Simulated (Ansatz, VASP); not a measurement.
**Ta in VASP and in Ansatz**

```
CELL_PARAMETERS angstrom
-1.65954 1.64302 1.65128
1.65954 -1.64302 1.65128
1.65954 1.64302 -1.65128
ATOMIC_POSITIONS crystal
Ta 0.00000 0.00000 0.00000
```

Change from the starting cell: strain +0.0050 x Voigt [1, -1, 0, 0, 0, 0], atoms carried along.

Alike in both runs: task single point; functional PBE; k mesh 20 × 20 × 20; occupations gaussian, width 0.15 eV; no spin polarisation.

|  | VASP | Ansatz |
| --- | --- | --- |
| version | VASP 6.6.1 | Ansatz 0.2.0 |
| potentials or method | VASP PAW PBE potentials, release 64 (Ta_pv), cutoff 520 eV | scalar-relativistic, plane waves, PAW |
| valence electrons in the cell | 11 | 13 |

VASP gave:

| Property | Result |
| --- | --- |
| gap on the k mesh at the Fermi level (eV) | none |
| pressure (GPa) | 3.3 |
| traceless stress, the component that is largest in VASP (GPa) | 0.62 |

**Question.** Estimate Ansatz's values.

**Answer.** gap on the k mesh at the Fermi level (eV): none; pressure (GPa): 3.1; traceless stress, the component that is largest in VASP (GPa): 0.62.

A gap of «none» marks a metal or a gap that the smearing closes. The functional is the same, so the differences come from potentials, cutoffs and numerics. VASP's potentials hold 11 valence electrons a cell and Ansatz's 13, so a difference there can come from the potentials and not from the codes.

Neither program's run includes spin-orbit coupling.
